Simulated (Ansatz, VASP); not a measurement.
# One calculation of Pt, two programs

File POSCAR:

```
Pt
1.0
    0.0000000000      1.9609000000      1.9609000000
    1.9609000000      0.0000000000      1.9609000000
    1.9609000000      1.9609000000      0.0000000000
Pt
1
Direct
    0.0000000000      0.0000000000      0.0000000000
```

The input INCAR.step1:

```
PREC = Accurate
ENCUT = 600
ISMEAR = 0
SIGMA = 0.1
LREAL = False
LASPH = True
NELM = 100
GGA = PE
ALGO = Normal
EDIFF = 1E-4
LWAVE = True
LCHARG = False
```

Contents of INCAR.step2:

```
PREC = Accurate
ENCUT = 600
EDIFF = 1E-6
ISMEAR = 0
SIGMA = 0.1
LREAL = False
LASPH = True
NELM = 100
ALGO = Normal
ISIF = 3
LWAVE = False
LCHARG = False
METAGGA = R2SCAN
LMIXTAU = True
IBRION = 2
NSW = 100
EDIFFG = -0.005
ISTART = 1
```

KPOINTS

```
Automatic mesh
0
Gamma
  18 18 18
```

Input for Ansatz:

```yaml
crystal:
  lattice:
    - [0.0, 1.9609, 1.9609]
    - [1.9609, 0.0, 1.9609]
    - [1.9609, 1.9609, 0.0]
  atoms:
    - { symbol: Pt, position: [0.0, 0.0, 0.0] }
basis:
  ecutwfc: 500
kpoints:
  mp_grid: { grid: [18, 18, 18] }
hamiltonian:
  xc: r2scan
scf:
  occupations: { method: gaussian, width: 0.1 }
output:
  forces: true
  stress: true
  eigenvalues: true
  write_density: true
  write_potential: true
  elf: true
  volumetric_format: npy
relax:
  adjacent_minimum: "off"
  f_tol: 0.005
  max_steps: 80
  cell: { stress_tol: 0.05 }
```

Alike in both runs: task relaxation of cell and atoms; functional r2SCAN; k mesh 18 × 18 × 18; occupations gaussian, width 0.1 eV; no spin polarisation.

|  | VASP | Ansatz |
| --- | --- | --- |
| version | VASP 6.6.1 | Ansatz 0.2.0 |
| potentials or method | VASP PAW PBE potentials, release 64 (Pt), cutoff 600 eV | scalar-relativistic, plane waves, PAW |
| valence electrons in the cell | 10 | 18 |

```csv
,VASP,Ansatz,Ansatz less VASP
"gap on the k mesh at the Fermi level, each at its own relaxed structure (eV)",none,none,-
relaxed volume (Å³/atom),15.33,15.29,-0.041
relaxed cell length with the largest relative difference (Å),2.789,2.786,-0.0025
```

VASP's potentials were made for PBE, not for r2SCAN. A gap of «none» marks a metal or a gap that the smearing closes. VASP's potentials hold 10 valence electrons a cell and Ansatz's 18, so a difference there can come from the potentials and not from the codes.

Neither program's run includes spin-orbit coupling.
